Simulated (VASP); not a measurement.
The system is Zr3SiO8.

```xyz
12
Lattice="3.6363 0.0000 0.0000 0.0000 3.6363 0.0000 0.0000 0.0000 10.4698" Properties=species:S:1:pos:R:3 pbc="T T T"
Zr    0.0000    0.0000    5.2349
Zr    1.8182    1.8182    2.6175
Zr    1.8182    1.8182    7.8524
Si    0.0000    0.0000    0.0000
O     0.0000    1.8182    1.0627
O     0.0000    1.8182    6.2976
O     0.0000    1.8182    3.6801
O     0.0000    1.8182    8.9151
O     1.8182    0.0000    1.5548
O     1.8182    0.0000    6.7897
O     1.8182    0.0000    4.1722
O     1.8182    0.0000    9.4071
```

- Program: VASP 6.6.1
- Task: relaxation of cell and atoms
- Functional: PBE
- Potentials or basis: VASP PAW PBE potentials, release 64 (Zr_sv, Si, O)
- Cutoff: 600 eV
- k mesh: 6 × 6 × 2
- Occupations: gaussian, width 0.1 eV
- Spin: no spin polarisation

At the start: pressure -12.5 GPa; volume 11.54 Å³/atom.

Where does the relaxation end?

Over 14 steps the energy falls by 100.8 meV/atom and the volume is 11.01 Å³/atom (-4.5 %); space group P-4m2 (No. 115, to 0.1 Å) before and after.

The path:
| step | energy change (eV) | largest force (eV/Å) | pressure (GPa) | volume (Å³) |
| --- | --- | --- | --- | --- |
| 1 | 0.0000 | 2.2480 | -12.52 | 138.44 |
| 2 | -0.4131 | 1.7112 | 17.48 | 121.14 |
| 3 | -0.6603 | 2.0112 | 4.25 | 127.26 |
| 4 | -0.9993 | 0.5326 | 2.24 | 127.84 |
| 5 | -1.0201 | 0.8323 | 1.82 | 128.01 |
| 6 | -1.1078 | 0.6637 | -1.08 | 130.35 |
| 7 | -1.1082 | 0.6809 | -1.26 | 130.52 |
| 8 | -1.1706 | 0.5768 | 0.42 | 130.62 |
| 9 | -1.1718 | 0.6058 | 0.70 | 130.64 |
| 10 | -1.2044 | 0.2077 | 0.43 | 131.54 |
| 11 | -1.2083 | 0.1053 | 0.34 | 131.98 |
| 12 | -1.2092 | 0.0734 | -0.46 | 132.44 |
| 13 | -1.2094 | 0.0514 | -0.22 | 132.30 |
| 14 | -1.2099 | 0.0367 | 0.03 | 132.16 |

Final structure:
```
CELL_PARAMETERS angstrom
3.50473 0.00000 0.00000
0.00000 3.50473 0.00000
0.00000 0.00000 10.75965
ATOMIC_POSITIONS crystal
Zr 0.00000 0.00000 0.50000
Zr 0.50000 0.50000 0.24631
Zr 0.50000 0.50000 0.75369
Si 0.00000 0.00000 0.00000
O 0.00000 0.50000 0.07277
O 0.00000 0.50000 0.59468
O 0.00000 0.50000 0.34037
O 0.00000 0.50000 0.84524
O 0.50000 0.00000 0.15476
O 0.50000 0.00000 0.65963
O 0.50000 0.00000 0.40532
O 0.50000 0.00000 0.92723
```
